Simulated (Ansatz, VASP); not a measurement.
# Two plane-wave programs on CsPbCl3

Contents of INCAR:

```
ALGO     = Normal         # electronic algorithm
EDIFF    = 1E-7           # SCF threshold, eV
ENCUT    = 520            # plane-wave cutoff, eV
GGA      = PS             # functional
ISIF     = 2              # what is computed and relaxed
ISMEAR   = 0              # smearing method
LASPH    = T              # aspherical terms in the spheres
LCHARG   = F              # write CHGCAR
LREAL    = F              # projectors in reciprocal space
LWAVE    = F              # write WAVECAR
NBANDS   = 30             # bands
NELM     = 60             # most SCF steps
PREC     = Accurate       # precision mode
SIGMA    = 0.05           # smearing width, eV
```

Contents of KPOINTS:

```
k-points
0
Gamma
  6 6 6
```

Contents of POSCAR:

```
CsPbCl3
1.0
    5.8852500000      0.0000000000      0.0000000000
    0.0000000000      5.8852500000      0.0000000000
    0.0000000000      0.0000000000      5.3247500000
Cs Pb Cl
1 1 3
Direct
    0.0000000000      0.0000000000      0.0000000000
    0.5000000000      0.5000000000      0.5000000000
    0.0000000000      0.5000000000      0.5000000000
    0.5000000000      0.0000000000      0.5000000000
    0.5000000000      0.5000000000      0.0000000000
```

Input for Ansatz:

```yaml
crystal:
  lattice:
    - [5.88525, 0.0, 0.0]
    - [0.0, 5.88525, 0.0]
    - [0.0, 0.0, 5.32475]
  atoms:
    - { symbol: Cs, position: [0.0, 0.0, 0.0] }
    - { symbol: Pb, position: [0.5, 0.5, 0.5] }
    - { symbol: Cl, position: [0.0, 0.5, 0.5] }
    - { symbol: Cl, position: [0.5, 0.0, 0.5] }
    - { symbol: Cl, position: [0.5, 0.5, 0.0] }
basis:
  ecutwfc: 420
kpoints:
  mp_grid: { grid: [6, 6, 6] }
hamiltonian:
  xc: pbesol
scf:
  occupations: { method: gaussian, width: 0.05 }
output:
  forces: true
  stress: true
  eigenvalues: true
```

Change from the starting cell: strain +0.050 along x and y, -0.050 along z, atoms carried along.

Alike in both runs: task single point; functional PBEsol; k mesh 6 × 6 × 6; occupations gaussian, width 0.05 eV; no spin polarisation.

|  | VASP | Ansatz |
| --- | --- | --- |
| version | VASP 6.6.1 | Ansatz 0.2.0 |
| potentials or method | VASP PAW PBE potentials, release 64 (Cs_sv, Pb_d, Cl), cutoff 520 eV | scalar-relativistic, plane waves, PAW |
| valence electrons in the cell | 44 | 44 |

VASP gave:

| Quantity | Value |
| --- | --- |
| gap on the k mesh at the Fermi level (eV) | 1.63 |
| least direct gap on the mesh (eV) | 1.63 |
| pressure (GPa) | -0.4 |
| traceless stress, the component that is largest in VASP (GPa) | 3.48 |

Task: What did Ansatz give for the same quantities?

Result: gap on the k mesh at the Fermi level (eV): 1.62; least direct gap on the mesh (eV): 1.62; pressure (GPa): -0.3; traceless stress, the component that is largest in VASP (GPa): 3.48.

VASP's potentials were made for PBE, not for PBEsol. With one functional, cell and mesh, what is left measures potentials, basis and numerics.

Neither program's run includes spin-orbit coupling.
